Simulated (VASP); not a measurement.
## Cd: relaxation of cell and atoms with PBEsol+D4

Crystal: Cd.

```xyz
1
Lattice="-1.7843 1.7843 1.7843 1.7843 -1.7843 1.7843 1.7843 1.7843 -1.7843" Properties=species:S:1:pos:R:3 pbc="T T T"
Cd    0.0000    0.0000    0.0000
```

```yaml
Program: VASP 6.6.1
Task: relaxation of cell and atoms
Functional: PBEsol
Dispersion: D4
Potentials_or_basis: VASP PAW PBE potentials, release 64 (Cd)
Cutoff: 600 eV
k_mesh: 10 × 10 × 10
Occupations: methfessel-paxton, width 0.1 eV
Spin: no spin polarisation
Dipole_correction: no
Further_INCAR_settings: ALGO = Normal; EDIFF = 1e-06; IBRION = 2; EDIFFG = -0.02; NSW = 80; ISIF = 3
```

- Relaxed volume: 20.70 Å³/atom
- Relaxed cell: a = 2.996 Å, b = 2.996 Å, c = 2.996 Å, α = 109.47°, β = 109.47°, γ = 109.47°
- Space group after relaxing (to 0.05 Å): Im-3m (No. 229)
- Energy gained by relaxing: 32.1 meV/atom
- Ionic steps: 3
- Pressure after relaxing: 0.0 GPa
- Band gap on the k mesh: zero (band 6 reaches 6.58 eV, above the bottom of band 7 at 2.31 eV)
- Dispersion energy per atom: -0.246 eV

The path:
```csv
step,energy change (eV),largest force (eV/Å),pressure (GPa),volume (Å³)
1,0.0000,0.0000,-4.25,22.72
2,-0.0319,0.0000,-0.35,20.80
3,-0.0321,0.0000,-0.02,20.70
```

Final structure:
```xyz
1
Lattice="-1.7296 1.7296 1.7296 1.7296 -1.7296 1.7296 1.7296 1.7296 -1.7296" Properties=species:S:1:pos:R:3 pbc="T T T"
Cd    0.0000    0.0000    0.0000
```

Levels at points of the mesh, in eV from the Fermi level:
```csv
k point,band 3,band 4,band 5,band 6,band 7,band 8,band 9,band 10
"(0.00, 0.00, 0.00)",-9.62,-9.53,-8.89,-8.89,15.53,15.53,15.53,16.93
"(0.50, 0.00, 0.00)",-8.93,-8.85,-8.39,-2.62,-1.05,9.51,10.02,13.94
"(0.50, 0.50, 0.50)",-8.51,-8.51,-8.51,3.22,3.22,3.22,6.12,8.10
```

Run time: 19 s on 1 thread of Intel(R) Xeon(R) Platinum 8488C (Sapphire Rapids), with other jobs on the host, peak memory 0.17 GiB.

Caveat: the PAW data sets were made with another functional, which shifts forces and pressure a little; pairwise dispersion overbinds metals, which lowers pressure and volume.
